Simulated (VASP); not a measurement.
# Re (P6_3/mmc) in VASP: settings compared

Aim: see how the results for Re move with the level of theory and the settings. Levels: PBEsol-based screened hybrid with 25 % exact exchange, B3LYP, r2SCAN50, LDA. Tasks: single point.

Program: VASP 6.6.1. These are calculated values, not measurements. Logs are shortened: lines on timing, memory, paths and dates and some standing lists are left out, and cuts for length are marked.

### 1 The cell of the first run

Symmetry: P6_3/mmc, No. 194, hexagonal system. The conventional cell has a = 2.761 Å, b = 2.761 Å, c = 4.458 Å, α = 90.00°, β = 90.00°, γ = 120.00°. Re (site symmetry -6m2) has 12 Re at 2.74 to 2.76 Å within 3.6 Å.

### 2 Single point, PBEsol-based screened hybrid with 25 % exact exchange

POSCAR

```
Re
1.0
    2.7608000000      0.0000000000      0.0000000000
   -1.3804000000      2.3909229348      0.0000000000
    0.0000000000      0.0000000000      4.4582000000
Re
2
Direct
    0.6666666667      0.3333333333      0.7500000000
    0.3333333333      0.6666666667      0.2500000000
```

INCAR.step1

```
SYSTEM = Re
PREC     = Accurate       ! precision mode
ENCUT    = 520            ! plane-wave cutoff, eV
EDIFF    = 1E-5           ! SCF threshold, eV
ISMEAR   = -1             ! smearing method
SIGMA    = 0.05           ! smearing width, eV
LREAL    = .False.        ! projectors in reciprocal space
LASPH    = .True.         ! aspherical terms in the spheres
NELM     = 60             ! most SCF steps
ALGO     = Normal         ! electronic algorithm
ISIF     = 2              ! what is computed and relaxed
LWAVE    = .True.         ! write WAVECAR
LCHARG   = .False.        ! write CHGCAR
GGA      = PE             ! functional
NBANDS   = 14             ! bands
```

INCAR.step2

```
SYSTEM = Re
PREC     = Accurate       ! precision mode
ENCUT    = 520            ! plane-wave cutoff, eV
EDIFF    = 1E-7           ! SCF threshold, eV
ISMEAR   = -1             ! smearing method
SIGMA    = 0.05           ! smearing width, eV
LREAL    = .False.        ! projectors in reciprocal space
LASPH    = .True.         ! aspherical terms in the spheres
NELM     = 60             ! most SCF steps
ALGO     = Normal         ! electronic algorithm
ISIF     = 2              ! what is computed and relaxed
LWAVE    = .False.        ! write WAVECAR
LCHARG   = .False.        ! write CHGCAR
GGA      = PS             ! functional
LHFCALC  = .True.         ! exact exchange
AEXX     = 0.25           ! exact-exchange fraction
HFSCREEN = 0.207          ! screening, 1/A
PRECFOCK = Normal       
ISTART   = 1            
NBANDS   = 14             ! bands
```

KPOINTS

```
Automatic mesh
0
Gamma
  6 6 3
  0 0 0
```

Potentials or basis: VASP PAW PBE potentials, release 64 (Re).

Command:

```
$ cat potpaw_PBE.64/Re/POTCAR > POTCAR
$ cp INCAR.step1 INCAR
$ mpirun -np 1 vasp_std > vasp.out
$ cp INCAR.step2 INCAR
$ mpirun -np 1 vasp_std > vasp.out
```

OUTCAR:

```text
SYSTEM = Re
   PREC = Accurate
   ENCUT = 520
   EDIFF = 1E-7
   ISMEAR = -1
   LREAL = .False.
   LASPH = .True.
   NELM = 60
   ISIF = 2
   GGA = PS
   LHFCALC = .True.
   AEXX = 0.25
   HFSCREEN = 0.207
   PRECFOCK = Normal
   ISTART = 1

 ion  position               nearest neighbor table
   1  0.667  0.333  0.750-   2 2.74   2 2.74   2 2.74   2 2.74   2 2.74   2 2.74
   2  0.333  0.667  0.250-   1 2.74   1 2.74   1 2.74   1 2.74   1 2.74   1 2.74

  LATTYP: Found a hexagonal cell.
 ALAT       =     2.7608000000
 C/A-ratio  =     1.6148217908

  Lattice vectors:

 A1 = (   2.7608000000,   0.0000000000,   0.0000000000)
 A2 = (  -1.3804000000,   2.3909229348,   0.0000000000)
 A3 = (   0.0000000000,   0.0000000000,   4.4582000000)

Analysis of symmetry for initial positions (statically):
=====================================================================
 Subroutine PRICEL returns:
 Original cell was already a primitive cell.

 Routine SETGRP: Setting up the symmetry group for a
 hexagonal supercell.

 Subroutine GETGRP returns: Found 24 space group operations
 (whereof 12 operations were pure point group operations)
 out of a pool of 24 trial point group operations.

The static configuration has the point symmetry D_3d.
 The point group associated with its full space group is D_6h.

Analysis of symmetry for dynamics (positions and initial velocities):
=====================================================================
 Subroutine PRICEL returns:
 Original cell was already a primitive cell.

 Routine SETGRP: Setting up the symmetry group for a
 hexagonal supercell.

 Subroutine GETGRP returns: Found 24 space group operations
 (whereof 12 operations were pure point group operations)
 out of a pool of 24 trial point group operations.

The dynamic configuration has the point symmetry D_3d.
 The point group associated with its full space group is D_6h.

 Subroutine INISYM returns: Found 24 space group operations
 (whereof 12 operations are pure point group operations),
 and found     1 'primitive' translations

----------------------------------------------------------------------------------------

                                     Primitive cell

  volume of cell :      29.4280

  direct lattice vectors                    reciprocal lattice vectors
     2.760800000  0.000000000  0.000000000     0.362213851  0.209124264  0.000000000
    -1.380400000  2.390922935  0.000000000     0.000000000  0.418248529  0.000000000
     0.000000000  0.000000000  4.458200000     0.000000000  0.000000000  0.224305774

  length of vectors
     2.760800000  2.760800000  4.458200000     0.418248529  0.418248529  0.224305774

  position of ions in fractional coordinates (direct lattice)
     0.666666667  0.333333333  0.750000000
     0.333333333  0.666666667  0.250000000

  ion indices of the primitive-cell ions
   primitive index   ion index
                 1           1
                 2           2

----------------------------------------------------------------------------------------

 KPOINTS: Automatic mesh

Automatic generation of k-mesh.
 Grid dimensions read from file:
 generate k-points for:    6    6    3

 Generating k-lattice:

  Cartesian coordinates                     Fractional coordinates (reciprocal lattice)
     0.060368975  0.034854044  0.000000000     0.166666667 -0.000000000  0.000000000
     0.000000000  0.069708088  0.000000000     0.000000000  0.166666667  0.000000000
     0.000000000  0.000000000  0.074768591     0.000000000  0.000000000  0.333333333

  Length of vectors
     0.069708088  0.069708088  0.074768591

  Shift w.r.t. Gamma in fractional coordinates (k-lattice)
     0.000000000  0.000000000  0.000000000

 Subroutine IBZKPT returns following result:
 ===========================================

 Found     14 irreducible k-points:

 Following reciprocal coordinates:
            Coordinates               Weight
  0.000000  0.000000  0.000000      1.000000
  0.166667 -0.000000  0.000000      6.000000
  0.333333 -0.000000  0.000000      6.000000
  0.500000 -0.000000  0.000000      3.000000
  0.166667  0.166667  0.000000      6.000000
  0.333333  0.166667  0.000000     12.000000
  0.333333  0.333333  0.000000      2.000000
  0.000000  0.000000  0.333333      2.000000
  0.166667 -0.000000  0.333333     12.000000
  0.333333 -0.000000  0.333333     12.000000
  0.500000 -0.000000  0.333333      6.000000
  0.166667  0.166667  0.333333     12.000000
  0.333333  0.166667  0.333333     24.000000
  0.333333  0.333333  0.333333      4.000000
   k-points           NKPTS =     14   k-points in BZ     NKDIM =    108   number of bands    NBANDS=     14
   number of dos      NEDOS =    301   number of ions     NIONS =      2
   total plane-waves  NPLWV =  20736
   dimension x,y,z NGX =    24 NGY =   24 NGZ =   36
   dimension x,y,z NGXF=    48 NGYF=   48 NGZF=   72
   ions per type =               2
   NGX,Y,Z   is equivalent  to a cutoff of  14.45, 14.45, 13.42 a.u.
   NGXF,Y,Z  is equivalent  to a cutoff of  28.90, 28.90, 26.85 a.u.
 SYSTEM =  Re
   PREC   = accura    normal or accurate (medium, high low for compatibility)
   ISTART =      1    job   : 0-new  1-cont  2-samecut
   ICHARG =      0    charge: 1-file 2-atom 10-const
   ISPIN  =      1    spin polarized calculation?
   LNONCOLLINEAR =      F non collinear calculations
   LSORBIT =      F    spin-orbit coupling
   LASPH  =      T    aspherical Exc in radial PAW
   ENCUT  =  520.0 eV  38.22 Ry    6.18 a.u.   5.13  5.13  8.29*2*pi/ulx,y,z
   NELM   =     60;   NELMIN=  2; NELMDL=  0     # of ELM steps
   EDIFF  = 0.1E-06   stopping-criterion for ELM
   LREAL  =      F    real-space projection
   EDIFFG = 0.1E-05   stopping-criterion for IOM
   NSW    =      0    number of steps for IOM
   IBRION =     -1    ionic relax: 0-MD 1-quasi-New 2-CG
   NFREE  =      0    steps in history (QN), initial steepest desc. (CG)
   ISIF   =      2    stress and relaxation
   ISYM   =      3    0-nonsym 1-usesym 2-fastsym
   POTIM  = 0.5000    time-step for ionic-motion
   TEBEG  =    0.0;   TEEND  =   0.0 temperature during run
   PSTRESS=    0.0 pullay stress
   NELECT =      14.0000    total number of electrons
   NUPDOWN=      -1.0000    fix difference up-down
   EMIN   =  10.00;   EMAX   =-10.00  energy-range for DOS
   EFERMI =   0.00;   METHOD = LEGACY
   ISMEAR =    -1;   SIGMA  =   0.05  broadening in eV -4-tet -1-fermi 0-gaus
   EFERMI_NEDOS =   21; number of points for ismear=-14 and -15
   IALGO  =     38    algorithm
   IMIX   =      1    mixing-type and parameters
     AMIX     =   0.40;   BMIX     =  1.00
     AMIX_MAG =   1.60;   BMIX_MAG =  1.00
  volume/ion in A,a.u.               =      14.71        99.29
  Fermi-wavevector in a.u.,A,eV,Ry     =   1.278000  2.415070 22.222174  1.633284
  Thomas-Fermi vector in A             =   2.410568
   LORBIT       =      0    0 simple, 1 ext, 2 COOP (PROOUT), +10 PAW based schemes
   GGA     = PS    functional components
   LHFCALC =     T    Hartree Fock is set to
   PRECFOCK=normal    Normal, Fast or Accurate (Low or Medium for compatibility)
   ENCUT4O =  -1.0   cutoff for four orbital integrals eV
   NKREDX  =     1    reduce k-point grid by
   NKREDY  =     1    reduce k-point grid by
   NKREDZ  =     1    reduce k-point grid by
   AEXX    =    0.2500 exact exchange contribution
   HFSCREEN=    0.2070 screening length (either q_TF or 0.3 A-1)
   HFSCREENC=   0.2070 screening length for correlation (either q_TF or 0.3 A-1)
   ENCUTFOCK=  -1.0 apply spherical cutoff to Coloumb kernel
   IVDW    =     0    specifies the selected vdW correction
   LEPSILON=     F    determine dielectric tensor
   LRPA    =     F    only Hartree local field effects (RPA)
 non-spin polarized calculation
  energy-cutoff  :      520.00
  volume of cell :       29.43
 maximum number of plane-waves:       801
 NGX is ok and might be reduce to    24
  NGX = 16; NGY = 16; NGZ = 28

 number of electron      14.0000002 magnetization

 Free energy of the ion-electron system (eV)
  ---------------------------------------------------
  ext. energy  EPLUGINS =         0.00000000
  ---------------------------------------------------
  free energy    TOTEN  =       -30.22732096 eV

  energy without entropy =      -30.20609708  energy(sigma->0) =      -30.21670902

 E-fermi :   7.2105     XC(G=0): -11.2177

 val. band max:        7.1498947673   @ k =   0.1667  -0.0000   0.0000
 cond. band min:       7.2211096441   @ k =   0.3333   0.1667   0.3333
 fundamental gap:      0.0712148768
 Fermi energy:         7.2105017869

 k-point     1 :       0.0000    0.0000    0.0000
  band No.  band energies     occupation
      1      -3.6009      2.00000
      2      -0.1067      2.00000
      3       5.5554      2.00000
      4       5.5554      2.00000
      5       5.5874      2.00000
      6       6.5559      2.00000
      7       6.5559      2.00000
      8       7.7039      0.00010
      9       7.7039      0.00010
     10       7.9214      0.00000
     11      11.3962      0.00000
     12      11.3962      0.00000
     13      18.5763      0.00000
     14      22.7247      0.00000

 k-point     2 :       0.1667   -0.0000    0.0000
  band No.  band energies     occupation
      1      -2.4087      2.00000
      2       0.9215      2.00000
      3       4.1626      2.00000
      4       5.1074      2.00000
      5       5.7362      2.00000
      6       6.7899      1.99956
      7       6.8418      1.99875
      8       7.0278      1.94955
      9       7.1499      1.54135
     10       7.7220      0.00007
     11      11.8936      0.00000
     12      14.7290      0.00000
     13      18.3903      0.00000
     14      24.8729      0.00000
[... 173 lines left out ...]
      1       0.8029      2.00000
      2       1.8124      2.00000
      3       2.5821      2.00000
      4       3.9222      2.00000
      5       4.5942      2.00000
      6       6.0923      2.00000
      7       7.2211      0.89432
      8       9.0764      0.00000
      9      10.8437      0.00000
     10      12.6599      0.00000
     11      13.9976      0.00000
     12      15.3307      0.00000
     13      18.9667      0.00000
     14      20.9167      0.00000

 k-point    14 :       0.3333    0.3333    0.3333
  band No.  band energies     occupation
      1       2.3590      2.00000
      2       2.3590      2.00000
      3       2.4411      2.00000
      4       3.4953      2.00000
      5       4.8678      2.00000
      6       4.8678      2.00000
      7       7.2809      0.39315
      8       8.8773      0.00000
      9      11.3486      0.00000
     10      11.3486      0.00000
     11      16.4612      0.00000
     12      16.4612      0.00000
     13      19.6080      0.00000
     14      20.7598      0.00000

------------------------ aborting loop because EDIFF is reached ----------------------------------------

  FORCE on cell =-STRESS in cart. coord.  units (eV):
  Direction    XX          YY          ZZ          XY          YZ          ZX
  --------------------------------------------------------------------------------------
  -------------------------------------------------------------------------------------
  Total       -2.2090497     -2.2090497     -3.8844144     -0.0000000     -0.0000000     -0.0000000
  in kB     -120.2696385   -120.2696385   -211.4832941     -0.0000000     -0.0000000     -0.0000000
  external PRESSURE =    -150.6741904 kB  Pullay stress =       0.0000000 kB

 VOLUME and BASIS-vectors are now :
 -----------------------------------------------------------------------------
  energy-cutoff  :      520.00
  volume of cell :       29.43
      direct lattice vectors                 reciprocal lattice vectors
     2.760800000  0.000000000  0.000000000     0.362213851  0.209124264  0.000000000
    -1.380400000  2.390922935  0.000000000     0.000000000  0.418248529  0.000000000
     0.000000000  0.000000000  4.458200000     0.000000000  0.000000000  0.224305774

 POSITION                                       TOTAL-FORCE (eV/Angst)
 -----------------------------------------------------------------------------------
      1.38040      0.79697      3.34365         0.000000      0.000000      0.000000
     -0.00000      1.59395      1.11455        -0.000000     -0.000000     -0.000000
 -----------------------------------------------------------------------------------
    total drift:                               -0.000000      0.000000     -0.000000

  FREE ENERGIE OF THE ION-ELECTRON SYSTEM (eV)
  ---------------------------------------------------
  free  energy   TOTEN  =       -30.2273209620 eV

  energy  without entropy=      -30.2060970842  energy(sigma->0) =      -30.21670902
```

It took 15 min on 1 thread of Intel Xeon Platinum 8259CL at 2.50GHz (Skylake/Cascade Lake), shared host; peak memory 0.26 GiB.

Results:

| Quantity | Value |
| --- | --- |
| Free energy | -30.2273 eV |
| Pressure | -15.1 GPa |
| Band gap on the k mesh | zero (bands 7 and 8 overlap by 3.22 eV) |

Caveat: the k points lie up to 0.47 Å⁻¹ apart, too coarse for converged energies and pressures of a metal; the PAW data sets were made with another functional, which shifts forces and pressure a little; spin-orbit coupling is left out, which moves the levels of the heavy elements.

(Part 1 of 2 ends here.)

The gap in the log of VASP goes by the Fermi energy; the results here count the filled bands.